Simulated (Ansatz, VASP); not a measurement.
# One calculation of Si, two programs

The input INCAR:

```
SYSTEM = Si
ALGO = Normal
EDIFF = 1E-6
ENCUT = 520
ISIF = 2
ISMEAR = 0
LASPH = .TRUE.
LCHARG = .FALSE.
LREAL = .FALSE.
LWAVE = .FALSE.
NBANDS = 16
NELM = 80
PREC = Accurate
SIGMA = 0.03
```

The input KPOINTS:

```
k-points
0
G
  12 12 6
  0 0 0
```

Contents of POSCAR:

```
Si
1.0
    3.8313174605      0.0000000000      0.0000000000
   -1.9156587303      3.3180182508      0.0000000000
    0.0000000000      0.0000000000      6.3326220002
Si
4
Direct
    0.3785410413      0.7570820825      0.1103832419
    0.6666666667      0.3333333333      0.5630095000
    0.3333333333      0.6666666667      0.4369905000
    0.6666666667      0.3333333333      0.9369905000
```

Input for Ansatz:

```yaml
crystal:
  lattice:
    - [3.8313174605, 0.0, 0.0]
    - [-1.9156587303, 3.3180182508, 0.0]
    - [0.0, 0.0, 6.3326220002]
  atoms:
    - { symbol: Si, position: [0.3785410413, 0.7570820825, 0.1103832419] }
    - { symbol: Si, position: [0.6666666667, 0.3333333333, 0.5630095] }
    - { symbol: Si, position: [0.3333333333, 0.6666666667, 0.4369905] }
    - { symbol: Si, position: [0.6666666667, 0.3333333333, 0.9369905] }
basis:
  ecutwfc: 420
kpoints:
  mp_grid: { grid: [12, 12, 6] }
hamiltonian:
  xc: lda
scf:
  occupations: { method: gaussian, width: 0.03 }
output:
  forces: true
  stress: true
  eigenvalues: true
```

Alike in both runs: task single point; functional LDA; k mesh 12 × 12 × 6; occupations gaussian, width 0.03 eV; no spin polarisation.

```csv
,VASP,Ansatz
version,VASP 6.6.1,Ansatz 0.2.0
potentials or method,"VASP PAW LDA potentials, release 64 (Si), cutoff 520 eV","scalar-relativistic, plane waves, PAW"
valence electrons in the cell,16,16
```

|  | VASP | Ansatz | Ansatz less VASP |
| --- | --- | --- | --- |
| gap on the k mesh at the Fermi level (eV) | none | none | - |
| pressure (GPa) | 1.0 | 1.0 | -0.03 |
| traceless stress, the component that is largest in VASP (GPa) | 8.09 | 8.09 | +0.003 |
| rms of the force components (eV/Å) | 1.989 | 1.989 | -0.0004 |

LDA's correlation is that of Perdew and Zunger in VASP and of Perdew and Wang (1992) in Ansatz. Atom by atom the forces differ by 0.003 eV/Å (rms over components). A gap of «none» marks a metal or a gap that the smearing closes.
